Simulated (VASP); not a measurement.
ZnO, 4 atoms in the cell. It takes space group P6_3/mmc (No. 194, hexagonal). Conventional cell: a = 3.288 Å, b = 3.288 Å, c = 7.130 Å, α = 90.00°, β = 90.00°, γ = 120.00°. Within 2.5 Å of Zn (site symmetry -6m2) lie 3 O at 1.90 Å. Within 2.5 Å of O (site symmetry -6m2) lie 3 Zn at 1.90 Å. 

* Program: VASP 6.6.1
* Task: vibrations by perturbation theory
* Functional: LDA
* Potentials or basis: VASP PAW LDA potentials, release 64 (Zn, O)
* Cutoff: 520 eV
* k mesh: 6 × 6 × 4
* Occupations: gaussian, width 0.01 eV
* Spin: no spin polarisation
* Dipole correction: no
* Further INCAR settings: ALGO = Normal; EDIFF = 1e-08; IBRION = 8; NSW = 1

Potentials or basis: VASP PAW LDA potentials, release 64 (Zn, O).

Run with:

```console
$ cat potpaw_LDA.64/Zn/POTCAR potpaw_LDA.64/O/POTCAR > POTCAR
$ mpirun -np 1 vasp_std > vasp.out
```

Hardware: 1 thread of Intel(R) Xeon(R) 6975P-C (Granite Rapids), with other jobs on the host.

**Question.** Estimate the wall time of this run.

**Answer.** Run time: 120 s on 1 thread of Intel(R) Xeon(R) 6975P-C (Granite Rapids) (shared host), peak memory 0.35 GiB. Counts: scf iterations 68, k points 21.
